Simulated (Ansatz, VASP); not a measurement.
# Li3Ta2O in VASP and in Ansatz

```
Li Ta O
1.0
     4.12527    0.00000    0.00000
     0.00000    4.12527    0.00000
     0.00000    0.00000    6.14702
Li Ta O
3 2 1
Direct
  0.00000 0.00000 0.31288
  0.00000 0.00000 0.68712
  0.50000 0.50000 0.50000
  0.50000 0.00000 0.00000
  0.00000 0.50000 0.00000
  0.50000 0.50000 0.00000
```

Alike in both runs: functional PBE; k mesh 4 × 4 × 4; occupations gaussian, width 0.1 eV; no spin polarisation.

Ansatz relaxed the structure, and its values are those at the end. VASP's run is a single point on that final structure, the one shown.

|  | VASP | Ansatz |
| --- | --- | --- |
| version | VASP 6.6.1 | Ansatz 0.2.0 |
| potentials or method | VASP PAW PBE potentials, release 64 (Li_sv, Ta_pv, O), cutoff 520 eV | scalar-relativistic, plane waves, PAW |
| valence electrons in the cell | 37 | 41 |

|  | VASP | Ansatz | Ansatz less VASP |
| --- | --- | --- | --- |
| gap on the k mesh at the Fermi level (eV) | none | none | - |
| rms of the force components (eV/Å) | 0.006 | 0.005 | -0.0006 |

A gap of «none» marks a metal or a gap that the smearing closes. VASP's potentials hold 37 valence electrons a cell and Ansatz's 41, so a difference there can come from the potentials and not from the codes.

The k mesh is coarse, so the values compare programs but aren't converged. Neither program's run includes spin-orbit coupling. Noted on VASP's run: the cutoff is short for stress, so the pressure is rough.
